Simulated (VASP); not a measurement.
RbIr, 4 atoms in the cell. Symmetry: Cmcm, No. 63, orthorhombic system. The conventional cell has a = 4.490 Å, b = 11.830 Å, c = 4.471 Å, α = 90.00°, β = 90.00°, γ = 90.00°. Rb (site symmetry m2m) has 7 Ir at 3.27 to 3.47 Å and 10 Rb at 4.02 to 4.49 Å within 4.5 Å. Ir (site symmetry m2m) has 2 Ir at 2.89 Å and 7 Rb at 3.27 to 3.47 Å within 3.8 Å. 

| Property | Result |
| --- | --- |
| Program | VASP 6.6.1 |
| Task | single point |
| Functional | PBE |
| Potentials or basis | VASP PAW PBE potentials, release 64 (Rb_sv, Ir) |
| Cutoff | 500 eV |
| k mesh | 4 × 4 × 4 |
| Occupations | gaussian, width 0.1 eV |
| Spin | no spin polarisation |
| Dipole correction | no |
| Further INCAR settings | ALGO = Normal; EDIFF = 1e-06; NBANDS = 26 |

Potentials or basis: VASP PAW PBE potentials, release 64 (Rb_sv, Ir).

The run is started by

```bash
$ cat potpaw_PBE.64/Rb_sv/POTCAR potpaw_PBE.64/Ir/POTCAR > POTCAR
$ mpirun -np 1 vasp_std > vasp.out
```

Hardware: 1 thread of Intel(R) Xeon(R) Platinum 8488C (Sapphire Rapids) (shared host).

Estimate the wall time of this run.

It took 44 s on 1 thread of Intel(R) Xeon(R) Platinum 8488C (Sapphire Rapids), on a shared host, peak memory 0.28 GiB. Counts: scf iterations 15, k points 21.
